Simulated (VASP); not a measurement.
# AlN (Amm2) in VASP: notebook

AlN is run at these levels: PBE; tasks: single point.

Everything below comes from runs of VASP 6.6.1. Logs are shortened: lines on timing, memory, paths and dates and some standing lists are left out, and cuts for length are marked.

### 1 The cell of the first run

It takes space group Amm2 (No. 38, orthorhombic). The conventional cell has a = 4.188 Å, b = 3.312 Å, c = 5.737 Å, α = 90.00°, β = 90.00°, γ = 90.00°. Within 2.3 Å of Al (site symmetry mm2) lie 4 N at 1.69 to 2.18 Å. Al (site symmetry mm2) has 5 N at 1.91 to 2.09 Å within 2.5 Å. N (site symmetry mm2) has 5 Al at 1.91 to 2.18 Å within 2.5 Å. Within 2.3 Å of N (site symmetry mm2) lie 4 Al at 1.69 to 2.09 Å.

### 2 Single point, PBE (atom 1 (Al) moved by (-0.600, +0.000) A along y and z)

The input, INCAR:

```
  PREC = Accurate
  ENCUT = 520
  EDIFF = 1E-7
  ISMEAR = 0
  SIGMA = 0.05
  LREAL = False
  LASPH = True
  NELM = 80
  ALGO = Normal
  ISIF = 2
  LWAVE = False
  LCHARG = True
  GGA = PE
  LELF = True
  LVHAR = True
  NBANDS = 16
```

The input, KPOINTS:

```
Automatic mesh
0
Gamma
  9 9 6
```

The input, POSCAR:

```
AlN
1.0
    3.3121157418      0.0000000000      0.0000000000
   -1.6560578709      2.8683763727      0.0000000000
    0.0000000000      0.0000000000      4.1875630000
Al N
2 2
Direct
    0.2287445482      0.4574890965      0.7500000000
    0.6666666667      0.3333333333      0.2500000000
    0.3333333333      0.6666666667      0.2500000000
    0.6666666667      0.3333333333      0.7500000000
```

Potentials or basis: VASP PAW PBE potentials, release 64 (Al, N).

The run is started by

```sh
$ cat potpaw_PBE.64/Al/POTCAR potpaw_PBE.64/N/POTCAR > POTCAR
$ mpirun -np 1 vasp_std > vasp.out
```

OUTCAR:

```text
PREC = Accurate
   ENCUT = 520
   EDIFF = 1E-7
   ISMEAR = 0
   LREAL = False
   LASPH = True
   NELM = 80
   ISIF = 2
   GGA = PE

 ion  position               nearest neighbor table
   1  0.229  0.457  0.750-   4 1.69   4 1.69   3 2.18   3 2.18   4 2.51   2 2.69   2 2.69   2 2.69
                             2 2.69   2 3.27   2 3.27
   2  0.667  0.333  0.250-   3 1.91   3 1.91   3 1.91   4 2.09   4 2.09   1 2.69   1 2.69   1 2.69
                             1 2.69   1 3.27   1 3.27
   3  0.333  0.667  0.250-   2 1.91   2 1.91   2 1.91   1 2.18   1 2.18
   4  0.667  0.333  0.750-   1 1.69   1 1.69   2 2.09   2 2.09   1 2.51

  LATTYP: Found a hexagonal cell.
 ALAT       =     3.3121157418
 C/A-ratio  =     1.2643166261

  Lattice vectors:

 A1 = (   3.3121157418,   0.0000000000,   0.0000000000)
 A2 = (  -1.6560578709,   2.8683763727,   0.0000000000)
 A3 = (   0.0000000000,   0.0000000000,   4.1875630000)

Analysis of symmetry for initial positions (statically):
=====================================================================
 Subroutine PRICEL returns:
 Original cell was already a primitive cell.

 Routine SETGRP: Setting up the symmetry group for a
 hexagonal supercell.

 Subroutine GETGRP returns: Found  4 space group operations
 (whereof  2 operations were pure point group operations)
 out of a pool of 24 trial point group operations.

The static configuration has the point symmetry C_1h.
 The point group associated with its full space group is C_2v.

Analysis of symmetry for dynamics (positions and initial velocities):
=====================================================================
 Subroutine PRICEL returns:
 Original cell was already a primitive cell.

 Routine SETGRP: Setting up the symmetry group for a
 hexagonal supercell.

 Subroutine GETGRP returns: Found  4 space group operations
 (whereof  2 operations were pure point group operations)
 out of a pool of 24 trial point group operations.

The dynamic configuration has the point symmetry C_1h.
 The point group associated with its full space group is C_2v.

 Subroutine INISYM returns: Found  4 space group operations
 (whereof  2 operations are pure point group operations),
 and found     1 'primitive' translations

----------------------------------------------------------------------------------------

                                     Primitive cell

  volume of cell :      39.7835

  direct lattice vectors                    reciprocal lattice vectors
     3.312115742  0.000000000  0.000000000     0.301921816  0.174314642  0.000000000
    -1.656057871  2.868376373  0.000000000     0.000000000  0.348629284  0.000000000
     0.000000000  0.000000000  4.187563000     0.000000000  0.000000000  0.238802377

  length of vectors
     3.312115742  3.312115742  4.187563000     0.348629284  0.348629284  0.238802377

  position of ions in fractional coordinates (direct lattice)
     0.228744548  0.457489096  0.750000000
     0.666666667  0.333333333  0.250000000
     0.333333333  0.666666667  0.250000000
     0.666666667  0.333333333  0.750000000

  ion indices of the primitive-cell ions
   primitive index   ion index
                 1           1
                 2           2
                 3           3
                 4           4

----------------------------------------------------------------------------------------

 KPOINTS: Automatic mesh

Automatic generation of k-mesh.
 Grid dimensions read from file:
 generate k-points for:    9    9    6

 Generating k-lattice:

  Cartesian coordinates                     Fractional coordinates (reciprocal lattice)
     0.033546868  0.019368294  0.000000000     0.111111111 -0.000000000  0.000000000
     0.000000000  0.038736587  0.000000000     0.000000000  0.111111111  0.000000000
     0.000000000  0.000000000  0.039800396     0.000000000  0.000000000  0.166666667

  Length of vectors
     0.038736587  0.038736587  0.039800396

  Shift w.r.t. Gamma in fractional coordinates (k-lattice)
     0.000000000  0.000000000  0.000000000

 Subroutine IBZKPT returns following result:
 ===========================================

 Found    100 irreducible k-points:

 Following reciprocal coordinates:
            Coordinates               Weight
  0.000000  0.000000  0.000000      1.000000
  0.111111  0.000000  0.000000      4.000000
  0.000000  0.111111  0.000000      2.000000
  0.222222  0.000000  0.000000      4.000000
  0.000000  0.222222  0.000000      2.000000
  0.333333 -0.000000  0.000000      4.000000
[... 16 lines left out ...]
 -0.222222 -0.444444  0.000000      4.000000
  0.444444  0.333333  0.000000      4.000000
 [... further k-points ...]
   k-points           NKPTS =    100   k-points in BZ     NKDIM =    100   number of bands    NBANDS=     16
   number of dos      NEDOS =    301   number of ions     NIONS =      4
   total plane-waves  NPLWV =  25088
   dimension x,y,z NGX =    28 NGY =   28 NGZ =   32
   dimension x,y,z NGXF=    56 NGYF=   56 NGZF=   64
   ions per type =               2   2
   NGX,Y,Z   is equivalent  to a cutoff of  14.05, 14.05, 12.70 a.u.
   NGXF,Y,Z  is equivalent  to a cutoff of  28.11, 28.11, 25.41 a.u.
 SYSTEM =  unknown system
   PREC   = accura    normal or accurate (medium, high low for compatibility)
   ISTART =      0    job   : 0-new  1-cont  2-samecut
   ICHARG =      2    charge: 1-file 2-atom 10-const
   ISPIN  =      1    spin polarized calculation?
   LNONCOLLINEAR =      F non collinear calculations
   LSORBIT =      F    spin-orbit coupling
   LASPH  =      T    aspherical Exc in radial PAW
   ENCUT  =  520.0 eV  38.22 Ry    6.18 a.u.   6.16  6.16  7.79*2*pi/ulx,y,z
   NELM   =     80;   NELMIN=  2; NELMDL= -5     # of ELM steps
   EDIFF  = 0.1E-06   stopping-criterion for ELM
   LREAL  =      F    real-space projection
   EDIFFG = 0.1E-05   stopping-criterion for IOM
   NSW    =      0    number of steps for IOM
   IBRION =     -1    ionic relax: 0-MD 1-quasi-New 2-CG
   NFREE  =      0    steps in history (QN), initial steepest desc. (CG)
   ISIF   =      2    stress and relaxation
   ISYM   =      2    0-nonsym 1-usesym 2-fastsym
   POTIM  = 0.5000    time-step for ionic-motion
   TEBEG  =    0.0;   TEEND  =   0.0 temperature during run
   PSTRESS=    0.0 pullay stress
   NELECT =      16.0000    total number of electrons
   NUPDOWN=      -1.0000    fix difference up-down
   EMIN   =  10.00;   EMAX   =-10.00  energy-range for DOS
   EFERMI =   0.00;   METHOD = LEGACY
   ISMEAR =     0;   SIGMA  =   0.05  broadening in eV -4-tet -1-fermi 0-gaus
   EFERMI_NEDOS =   21; number of points for ismear=-14 and -15
   IALGO  =     38    algorithm
   IMIX   =      4    mixing-type and parameters
     AMIX     =   0.40;   BMIX     =  1.00
     AMIX_MAG =   1.60;   BMIX_MAG =  1.00
  volume/ion in A,a.u.               =       9.95        67.12
  Fermi-wavevector in a.u.,A,eV,Ry     =   1.208409  2.283561 19.867927  1.460251
  Thomas-Fermi vector in A             =   2.344017
   LORBIT       =      0    0 simple, 1 ext, 2 COOP (PROOUT), +10 PAW based schemes
   GGA     = PE    functional components
   LHFCALC =     F    Hartree Fock is set to
   AEXX    =    0.0000 exact exchange contribution
   IVDW    =     0    specifies the selected vdW correction
   LEPSILON=     F    determine dielectric tensor
   LRPA    =     F    only Hartree local field effects (RPA)
 non-spin polarized calculation
 Gauss-broadening in eV      SIGMA  =   0.05
  energy-cutoff  :      520.00
  volume of cell :       39.78
 maximum number of plane-waves:      1090
 NGX is ok and might be reduce to    28
   NGX = 13   NGY = 13   NGZ = 15

 number of electron      15.9999999 magnetization

 Free energy of the ion-electron system (eV)
  ---------------------------------------------------
  ext. energy  EPLUGINS =         0.00000000
  ---------------------------------------------------
  free energy    TOTEN  =       -27.65801856 eV

  energy without entropy =      -27.65801856  energy(sigma->0) =      -27.65801856

 E-fermi :   8.2122     XC(G=0): -11.1615

 val. band max:        7.9879010430   @ k =   0.0000   0.0000   0.0000
 cond. band min:      10.5987949596   @ k =   0.0000   0.0000   0.0000
 fundamental gap:      2.6108939166
 Fermi energy:         8.2122447995

 k-point     1 :       0.0000    0.0000    0.0000
  band No.  band energies     occupation
      1      -8.8861      2.00000
      2      -5.3355      2.00000
      3       1.1068      2.00000
      4       3.8696      2.00000
      5       5.1788      2.00000
      6       5.9880      2.00000
[... 8 lines left out ...]
     15      18.7007      0.00000
     16      19.4792      0.00000

 k-point     2 :       0.1111    0.0000    0.0000
  band No.  band energies     occupation
      1      -8.7432      2.00000
      2      -5.3271      2.00000
      3       1.2595      2.00000
      4       3.5032      2.00000
      5       4.9234      2.00000
      6       5.5738      2.00000
[... 8 lines left out ...]
     15      19.3107      0.00000
     16      20.3221      0.00000

 k-point     3 :       0.0000    0.1111    0.0000
  band No.  band energies     occupation
      1      -8.7538      2.00000
      2      -5.3262      2.00000
      3       1.2509      2.00000
      4       3.7217      2.00000
      5       4.5756      2.00000
      6       6.0095      2.00000
[... 8 lines left out ...]
     15      18.8832      0.00000
     16      19.8241      0.00000

 k-point     4 :       0.2222    0.0000    0.0000
  band No.  band energies     occupation
      1      -8.3321      2.00000
      2      -5.3487      2.00000
      3       1.7063      2.00000
      4       2.6243      2.00000
      5       4.3193      2.00000
      6       4.8234      2.00000
[... 8 lines left out ...]
     15      19.1869      0.00000
     16      20.6231      0.00000
[... 324 lines left out ...]
 k-point    22 :       0.3333    0.2222    0.0000
  band No.  band energies     occupation
      1      -6.8845      2.00000
      2      -5.9195      2.00000
      3       1.1433      2.00000
      4       3.2432      2.00000
      5       3.4273      2.00000
      6       3.6389      2.00000
[... 8 lines left out ...]
     15      20.4049      0.00000
     16      20.6437      0.00000

 k-point    23 :      -0.2222   -0.4444    0.0000
  band No.  band energies     occupation
      1      -7.0106      2.00000
      2      -5.8132      2.00000
      3       1.2709      2.00000
      4       2.8787      2.00000
      5       3.2548      2.00000
      6       4.0625      2.00000
[... 8 lines left out ...]
     15      20.4611      0.00000
     16      20.5678      0.00000

 k-point    24 :       0.4444    0.3333    0.0000
  band No.  band energies     occupation
      1      -6.7810      2.00000
      2      -6.0113      2.00000
      3       1.1355      2.00000
      4       3.0226      2.00000
      5       3.5883      2.00000
      6       3.8211      2.00000
[... 8 lines left out ...]
     15      20.2127      0.00000
     16      21.1436      0.00000

 [... further k-points ...]
[... 5 lines left out ...]
  --------------------------------------------------------------------------------------
  -------------------------------------------------------------------------------------
  Total       11.1291801     -1.1639048      0.6206090      0.0000000      0.0000000      0.0000000
  in kB      448.1988688    -46.8732496     24.9934183      0.0000000      0.0000000      0.0000000
  external PRESSURE =     142.1063458 kB  Pullay stress =       0.0000000 kB

 VOLUME and BASIS-vectors are now :
 -----------------------------------------------------------------------------
  energy-cutoff  :      520.00
  volume of cell :       39.78
      direct lattice vectors                 reciprocal lattice vectors
     3.312115742  0.000000000  0.000000000     0.301921816  0.174314642  0.000000000
    -1.656057871  2.868376373  0.000000000     0.000000000  0.348629284  0.000000000
     0.000000000  0.000000000  4.187563000     0.000000000  0.000000000  0.238802377

 POSITION                                       TOTAL-FORCE (eV/Angst)
 -----------------------------------------------------------------------------------
     -0.00000      1.31225      3.14067         0.000000      3.836504      0.000000
      1.65606      0.95613      1.04689        -0.000000     -0.179943      0.000000
     -0.00000      1.91225      1.04689        -0.000000     -1.414996      0.000000
      1.65606      0.95613      3.14067        -0.000000     -2.241564      0.000000
 -----------------------------------------------------------------------------------
    total drift:                               -0.000000      0.000126      0.000000

  FREE ENERGIE OF THE ION-ELECTRON SYSTEM (eV)
  ---------------------------------------------------
  free  energy   TOTEN  =       -27.6580185601 eV

  energy  without entropy=      -27.6580185601  energy(sigma->0) =      -27.65801856
```

It took 26 s on 1 thread of Intel Xeon 6975P-C (Granite Rapids), shared host; peak memory 0.19 GiB.

What came out:

* Free energy: -27.6580 eV
* Pressure: 14.2 GPa
* Largest force: 3.837 eV/Å
* Band gap on the k mesh: 2.61 eV, direct

Forces on the atoms (eV/Å):
```
Al   0.000  3.837  0.000
Al   0.000 -0.180  0.000
N    0.000 -1.415  0.000
N    0.000 -2.242  0.000
```

Caveat: the cell differs from its parent crystal (atom 1 (Al) moved by (-0.600, +0.000) A along y and z); forces of over 1 eV/Å act on the atoms, so gaps and moduli don't describe the material at rest.

### 3 Single point, PBE (atom 1 (Al) moved by (+0.600, +0.000) A along y and z)

The input, INCAR:

```
PREC = Accurate
ENCUT = 520
EDIFF = 1E-6
ISMEAR = 0
SIGMA = 0.05
LREAL = False
LASPH = True
NELM = 100
ALGO = Normal
ISIF = 2
LWAVE = False
LCHARG = True
GGA = PE
LELF = True
LVHAR = True
NBANDS = 16
```

KPOINTS is that of step 2.

POSCAR, as its differences from that of step 2:

```diff
@@ -8,3 +8,3 @@
 Direct
-    0.2287445482      0.4574890965      0.7500000000
+    0.4379221184      0.8758442368      0.7500000000
     0.6666666667      0.3333333333      0.2500000000
```

Potentials or basis: VASP PAW PBE potentials, release 64 (Al, N).

The run is started by

```sh
$ cat potpaw_PBE.64/Al/POTCAR potpaw_PBE.64/N/POTCAR > POTCAR
$ mpirun -np 1 vasp_std > vasp.out
```

Run time: 24 s. Hardware: 1 thread of Intel Xeon 6975P-C (Granite Rapids), shared host; peak memory 0.19 GiB.

It converged, with:

```yaml
Free_energy: -21.9938 eV
Pressure: 56.4 GPa
Largest_force: 38.694 eV/Å
Band_gap_on_the_k_mesh: 3.20 eV, direct
```

Forces in eV/Å, atoms in the order of the input:
```
Al    0.000 -38.694   0.000
Al    0.000   1.535   0.000
N     0.000   1.198   0.000
N     0.000  35.960   0.000
```

Stress tensor (GPa, compression positive):
```
 -8.85   0.00   0.00
  0.00 175.00   0.00
  0.00   0.00   3.17
```

Levels at points of the mesh, in eV from the valence-band top:
```
           k point  band 6  band 7  band 8  band 9  band 10  band 11
(0.00, 0.00, 0.00)   -1.48   -1.20    0.00    3.20     4.54     8.38
(0.00, 0.00, 0.50)   -1.94   -1.69   -1.56    5.52     5.88     8.42
```

Caveat: the cell differs from its parent crystal (atom 1 (Al) moved by (+0.600, +0.000) A along y and z); forces of over 1 eV/Å act on the atoms, so gaps and moduli don't describe the material at rest.

### 4 Single point, PBE (atom 1 (Al) moved by (-0.300, +0.000) A along y and z)

The input, INCAR:

```
  PREC = Accurate
  ENCUT = 520
  EDIFF = 1E-6
  ISMEAR = 0
  SIGMA = 0.05
  LREAL = False
  LASPH = True
  NELM = 100
  ALGO = Normal
  ISIF = 2
  LWAVE = False
  LCHARG = False
  GGA = PE
  NBANDS = 16
```

KPOINTS is that of step 3.

POSCAR, as its differences from that of step 3:

```diff
@@ -8,3 +8,3 @@
 Direct
-    0.4379221184      0.8758442368      0.7500000000
+    0.2810389408      0.5620778816      0.7500000000
     0.6666666667      0.3333333333      0.2500000000
```

The run is started by

```sh
$ cat potpaw_PBE.64/Al/POTCAR potpaw_PBE.64/N/POTCAR > POTCAR
$ mpirun -np 1 vasp_std > vasp.out
```

Wall time 24 s (1 thread of Intel Xeon 6975P-C (Granite Rapids), shared host); peak memory 0.19 GiB.

It converged, with:

- Free energy: -28.7642 eV
- Pressure: 5.0 GPa
- Largest force: 3.178 eV/Å
- Band gap on the k mesh: 3.12 eV, direct

Forces on the atoms (eV/Å):
```
Al   0.000  3.178  0.000
Al   0.000 -0.277  0.000
N    0.000 -0.715  0.000
N    0.000 -2.187  0.000
```

Stress tensor (GPa, compression positive):
```
18.77  0.00  0.00
 0.00 -4.10  0.00
 0.00  0.00  0.43
```

Levels at points of the mesh, in eV from the valence-band top:
| k point | band 4 | band 5 | band 6 | band 7 | band 8 | band 9 | band 10 | band 11 | band 12 | band 13 |
| --- | --- | --- | --- | --- | --- | --- | --- | --- | --- | --- |
| (0.00, 0.00, 0.00) | -3.69 | -2.91 | -1.84 | -1.28 | 0.00 | 3.12 | 4.28 | 8.20 | 8.54 | 11.07 |
| (0.00, 0.00, 0.50) | -3.71 | -3.18 | -2.45 | -2.44 | -1.71 | 5.50 | 5.61 | 8.04 | 8.21 | 8.43 |

Caveat: the cell differs from its parent crystal (atom 1 (Al) moved by (-0.300, +0.000) A along y and z); forces of over 1 eV/Å act on the atoms, so gaps and moduli don't describe the material at rest.

(Part 1 of 2 ends here.)
